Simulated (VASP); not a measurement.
# KBe2Br (Cmmm) in VASP: further runs, part 2 of 2

VASP 6.6.1. The steps go on from the part before.

### 4 Relaxation of cell and atoms, PBE

This run uses another cell than the first one, of 32.91 Å³/atom, 0.987 times its volume.

The input, INCAR:

```
SYSTEM = KBe2Br
ALGO = Normal
EDIFF = 1E-6
EDIFFG = -0.01
ENCUT = 600
GGA = PE
IBRION = 2
ISIF = 3
ISMEAR = 0
LASPH = .True.
LCHARG = .False.
LREAL = .False.
LWAVE = .False.
NELM = 100
NSW = 100
PREC = Accurate
SIGMA = 0.1
```

The input, KPOINTS:

```
k-points
0
Gamma
  12 12 10
  0 0 0
```

The input, POSCAR:

```
KBe2Br
1.0
    2.1844581855     -6.5868328459      0.0000000000
    2.1844581855      6.5868328459      0.0000000000
    0.0000000000      0.0000000000      4.5751183148
K Be Br
1 2 1
Direct
    0.0000000000      0.0000000000      0.0000000000
    0.0000000000      0.5000000000      0.0000000000
    0.5000000000      0.0000000000      0.0000000000
    0.5000000000      0.5000000000      0.5000000000
```

Potentials or basis: VASP PAW PBE potentials, release 64 (K_sv, Be, Br).

Run with:

```bash
> cat potpaw_PBE.64/K_sv/POTCAR potpaw_PBE.64/Be/POTCAR potpaw_PBE.64/Br/POTCAR > POTCAR
> mpirun -np 1 vasp_std > vasp.out
```

OUTCAR:

```text
SYSTEM = KBe2Br
   EDIFF = 1E-6
   EDIFFG = -0.01
   ENCUT = 600
   GGA = PE
   IBRION = 2
   ISIF = 3
   ISMEAR = 0
   LASPH = .True.
   LREAL = .False.
   NELM = 100
   NSW = 100
   PREC = Accurate

 ion  position               nearest neighbor table
   1  0.000  0.000  0.000-   4 3.16   4 3.16   4 3.16   4 3.16
   2  0.000  0.500  0.000-   3 2.18   3 2.18
   3  0.500  0.000  0.000-   2 2.18   2 2.18
   4  0.500  0.500  0.500-   1 3.16   1 3.16   1 3.16   1 3.16

  LATTYP: Found a base centered orthorhombic cell.
 ALAT       =     4.3689163710
 B/A-ratio  =     3.0153165163
 C/A-ratio  =     1.0471975031

  Lattice vectors:

 A1 = (   2.1844581855,  -6.5868328459,   0.0000000000)
 A2 = (   2.1844581855,   6.5868328459,   0.0000000000)
 A3 = (   0.0000000000,   0.0000000000,   4.5751183148)

Analysis of symmetry for initial positions (statically):
=====================================================================
 Subroutine PRICEL returns:
 Original cell was already a primitive cell.

 Routine SETGRP: Setting up the symmetry group for a
 base centered orthorhombic supercell.

 Subroutine GETGRP returns: Found  8 space group operations
 (whereof  8 operations were pure point group operations)
 out of a pool of  8 trial point group operations.

[... 177 lines left out ...]
  external PRESSURE =       1.2203776 kB  Pullay stress =       0.0000000 kB
[... 215 lines left out ...]
--------------------------------------- Ionic step        7  -------------------------------------------

 number of electron      20.0000000 magnetization

 Free energy of the ion-electron system (eV)
  ---------------------------------------------------
  ext. energy  EPLUGINS =         0.00000000
  ---------------------------------------------------
  free energy    TOTEN  =        -8.84625322 eV

  energy without entropy =       -8.83930553  energy(sigma->0) =       -8.84277937

 E-fermi :   0.0630     XC(G=0):  -6.7457

 val. band max:        0.0614402184   @ k =  -0.1667   0.1667   0.3000
 cond. band min:       0.0654873223   @ k =  -0.3333   0.3333   0.5000
 fundamental gap:      0.0040471040
 Fermi energy:         0.0630290170

 k-point     1 :       0.0000    0.0000    0.0000
  band No.  band energies     occupation
      1     -30.2274      2.00000
      2     -14.5532      2.00000
      3     -13.8114      2.00000
      4     -13.7120      2.00000
      5     -13.7003      2.00000
      6      -3.9776      2.00000
      7      -2.8376      2.00000
      8      -2.4883      2.00000
      9      -2.2769      2.00000
     10       0.0023      1.60951
     11       0.9663      0.00000
     12       1.7677      0.00000
     13       3.7414      0.00000
     14       3.9955      0.00000
[... 377 lines left out ...]
      1     -30.2251      2.00000
      2     -14.7013      2.00000
      3     -13.8065      2.00000
      4     -13.6882      2.00000
      5     -13.5381      2.00000
      6      -3.8002      2.00000
      7      -2.8864      2.00000
      8      -2.6190      2.00000
      9      -2.3797      2.00000
     10      -1.0094      2.00000
     11       0.7163      0.00000
     12       2.1200      0.00000
     13       3.8678      0.00000
     14       4.9606      0.00000

 [... further k-points ...]
[... 5 lines left out ...]
  --------------------------------------------------------------------------------------
  -------------------------------------------------------------------------------------
  Total        0.0148289      0.0123978     -0.0287347      0.0000000      0.0000000      0.0000000
  in kB        0.1774494      0.1483575     -0.3438522      0.0000000      0.0000000      0.0000000
  external PRESSURE =      -0.0060151 kB  Pullay stress =       0.0000000 kB
[... 19 lines left out ...]
  FREE ENERGIE OF THE ION-ELECTRON SYSTEM (eV)
  ---------------------------------------------------
  free  energy   TOTEN  =        -8.8462532168 eV

  energy  without entropy=       -8.8393055265  energy(sigma->0) =       -8.84277937

 reached required accuracy - stopping structural energy minimisation
```

CONTCAR:

```text
KBe2Br
   1.00000000000000
     2.1846962489457789   -6.6522446879588246    0.0000000000000000
     2.1846962489457789    6.6522446879588246    0.0000000000000000
     0.0000000000000000    0.0000000000000000    4.6063401490197711
  K               Be              Br
     1     2     1
Direct
     0.0000000000000000    0.0000000000000000    0.0000000000000000
     0.0000000000000000    0.5000000000000000    0.0000000000000000
     0.5000000000000000    1.0000000000000000    0.0000000000000000
     0.5000000000000000    0.5000000000000000    0.5000000000000000

  0.00000000E+00  0.00000000E+00  0.00000000E+00
  0.00000000E+00  0.00000000E+00  0.00000000E+00
  0.00000000E+00  0.00000000E+00  0.00000000E+00
  0.00000000E+00  0.00000000E+00  0.00000000E+00
```

Wall time 36 min (1 thread of Intel Xeon Platinum 8488C (Sapphire Rapids), shared host); peak memory 0.92 GiB.

Results:

```yaml
Free_energy: -8.8463 eV
Relaxed_volume: 33.47 Å³/atom
Relaxed_cell: a = 7.002 Å, b = 7.002 Å, c = 4.606 Å, α = 90.00°, β = 90.00°, γ = 143.64°
Space_group_after_relaxing_to_0.05_Å: Cmmm (No. 65)
Energy_gained_by_relaxing: 0.2 meV/atom
Ionic_steps: 7
Pressure_after_relaxing: 0.0 GPa
Band_gap_on_the_k_mesh: zero (band 10 reaches 0.09 eV, above the bottom of band 11 at -0.02 eV)
```

The path:
```csv
step,energy change (eV),largest force (eV/Å),pressure (GPa),volume (Å³)
1,0.0000,0.0000,0.12,131.66
2,-0.0003,0.0000,0.06,132.14
3,-0.0003,0.0000,0.02,132.46
4,-0.0003,0.0000,0.01,132.57
5,-0.0005,0.0000,0.00,132.86
6,-0.0007,0.0000,0.00,133.20
7,-0.0008,0.0000,0.00,133.89
```

Final structure:
```cif
data_structure
_symmetry_space_group_name_H-M 'P 1'
_symmetry_Int_Tables_number 1
_cell_length_a 7.0018
_cell_length_b 7.0018
_cell_length_c 4.6063
_cell_angle_alpha 90.000
_cell_angle_beta 90.000
_cell_angle_gamma 143.638
_cell_volume 133.89
loop_
_atom_site_label
_atom_site_type_symbol
_atom_site_fract_x
_atom_site_fract_y
_atom_site_fract_z
_atom_site_occupancy
K1 K 0.00000 0.00000 0.00000 1
Be1 Be 0.00000 0.50000 0.00000 1
Be2 Be 0.50000 0.00000 0.00000 1
Br1 Br 0.50000 0.50000 0.50000 1
```
